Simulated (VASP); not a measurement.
Crystal: TaN.

```
Ta N
1.0
     5.19600    0.00000    0.00000
    -2.59800    4.49987    0.00000
     0.00000    0.00000    2.91100
Ta N
3 3
Direct
  0.33333 0.66667 0.50000
  0.66667 0.33333 0.50000
  0.00000 0.00000 0.00000
  0.39285 0.00000 0.00000
  0.60715 0.60715 0.00000
  0.00000 0.39285 0.00000
```

```yaml
Program: VASP 6.6.1
Task: relaxation of volume and atoms at fixed shape
Functional: LDA
Potentials_or_basis: VASP PAW LDA potentials, release 64 (Ta_sv_GW, N)
Cutoff: 700 eV
k_mesh: 6 × 6 × 8
Occupations: gaussian, width 0.05 eV
Spin: no spin polarisation
```

At the start: pressure -9.1 GPa; volume 11.34 Å³/atom.

Question: How do energy, volume and symmetry change on relaxing?

Answer: Over 9 steps the energy falls by 9.0 meV/atom and the volume is 11.03 Å³/atom (-2.7 %); space group P-62m (No. 189, to 0.1 Å) before and after.

The path:
| step | energy change (eV) | largest force (eV/Å) | pressure (GPa) | volume (Å³) |
| --- | --- | --- | --- | --- |
| 1 | 0.0000 | 0.0494 | -9.10 | 68.06 |
| 2 | 0.2978 | 0.4476 | 27.53 | 61.91 |
| 3 | -0.0532 | 0.0778 | -0.26 | 66.28 |
| 4 | -0.0533 | 0.0811 | -0.08 | 66.24 |
| 5 | -0.0533 | 0.0838 | 0.16 | 66.20 |
| 6 | -0.0537 | 0.0135 | 0.17 | 66.18 |
| 7 | -0.0537 | 0.0022 | 0.17 | 66.17 |
| 8 | -0.0537 | 0.0054 | -0.36 | 66.27 |
| 9 | -0.0538 | 0.0006 | -0.07 | 66.21 |

Final structure:
```yaml
crystal:
  lattice:
    - [5.14834, 0.00000, 0.00000]
    - [-2.57417, 4.45859, 0.00000]
    - [0.00000, 0.00000, 2.88430]
  atoms:
    - { symbol: Ta, position: [0.33333, 0.66667, 0.50000] }
    - { symbol: Ta, position: [0.66667, 0.33333, 0.50000] }
    - { symbol: Ta, position: [0.00000, 0.00000, 0.00000] }
    - { symbol: N, position: [0.39350, 0.00000, 0.00000] }
    - { symbol: N, position: [0.60650, 0.60650, 0.00000] }
    - { symbol: N, position: [0.00000, 0.39350, 0.00000] }
```
